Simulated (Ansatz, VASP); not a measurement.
# Ga4P3N: VASP beside Ansatz

The input INCAR:

```
SYSTEM = Ga4P3N
ALGO = Normal ; EDIFF = 1E-6
ENCUT = 520 ; GGA = PE
ISIF = 2 ; ISMEAR = -1
LASPH = .True. ; LCHARG = .False.
LREAL = .False. ; LWAVE = .False.
NBANDS = 46 ; NELM = 100
PREC = Accurate ; SIGMA = 0.02
```

The input KPOINTS:

```
k-points
0
Gamma
  8 4 6
  0 0 0
```

File POSCAR:

```
Ga4P3N
1.0
    3.6941549492      0.0000000000      0.0000000000
    0.0000000000      7.4309713026      0.0000000000
    0.0000000000      0.0000000000      5.1643422106
N Ga P
1 4 3
Direct
    0.0000000000      0.0000000000      0.0052907708
    0.5000000000      0.0000000000      0.8061830634
    0.0000000000      0.7819314296      0.2281592268
    0.5000000000      0.5000000000      0.7294255949
    0.0000000000      0.2180685704      0.2281592268
    0.5000000000      0.7669783591      0.5012571981
    0.0000000000      0.5000000000      0.0002677209
    0.5000000000      0.2330216409      0.5012571981
```

Input for Ansatz:

```yaml
crystal:
  lattice:
    - [3.6941549492, 0.0, 0.0]
    - [0.0, 7.4309713026, 0.0]
    - [0.0, 0.0, 5.1643422106]
  atoms:
    - { symbol: "N", position: [0.0, 0.0, 0.0052907708] }
    - { symbol: Ga, position: [0.5, 0.0, 0.8061830634] }
    - { symbol: P, position: [0.5, 0.7669783591, 0.5012571981] }
    - { symbol: Ga, position: [0.0, 0.7819314296, 0.2281592268] }
    - { symbol: P, position: [0.0, 0.5, 0.0002677209] }
    - { symbol: Ga, position: [0.5, 0.5, 0.7294255949] }
    - { symbol: P, position: [0.5, 0.2330216409, 0.5012571981] }
    - { symbol: Ga, position: [0.0, 0.2180685704, 0.2281592268] }
kpoints:
  mp_grid: { grid: [8, 4, 6] }
  band_path:
    path:
      - [[0.0, 0.0, 0.0], [0.5, -9.437572721799e-34, -5.06524393197e-18], [0.5, 0.5, -5.06524393197e-18], [-6.243516533745e-51, 0.5, -3.763231353638e-34], [0.0, 0.0, 0.0], [-7.805098395027e-35, -1.475624638929e-50, 0.5], [0.5, -9.437572721799e-34, 0.5], [0.5, 0.5, 0.5], [-7.805098395027e-35, 0.5, 0.5], [-7.805098395027e-35, -1.475624638929e-50, 0.5]]
      - [[0.5, -9.437572721799e-34, -5.06524393197e-18], [0.5, -9.437572721799e-34, 0.5]]
      - [[-6.243516533745e-51, 0.5, -3.763231353638e-34], [-7.805098395027e-35, 0.5, 0.5]]
      - [[0.5, 0.5, -5.06524393197e-18], [0.5, 0.5, 0.5]]
    npoints: 10
hamiltonian:
  xc: pbe
scf:
  occupations: { method: fermi_dirac, width: 0.02 }
  n_extra_bands: 6
output:
  forces: true
  stress: true
  eigenvalues: true
```

Alike in both runs: task single point; functional PBE; k mesh 8 × 4 × 6; occupations fermi-dirac, width 0.02 eV; no spin polarisation.

```csv
,VASP,Ansatz
version,VASP 6.6.1,Ansatz 0.2.0
potentials or method,"VASP PAW PBE potentials, release 64 (N, Ga_d, P)","plane waves, PAW"
plane-wave cutoff (eV),520,420
valence electrons in the cell,72,72
```

```csv
,VASP,Ansatz,Ansatz less VASP
pressure (GPa),3.0,3.0,+0.03
rms of the force components (eV/Å),0.034,0.034,0.0000
```

With one functional, cell and mesh, what is left measures potentials, basis and numerics.
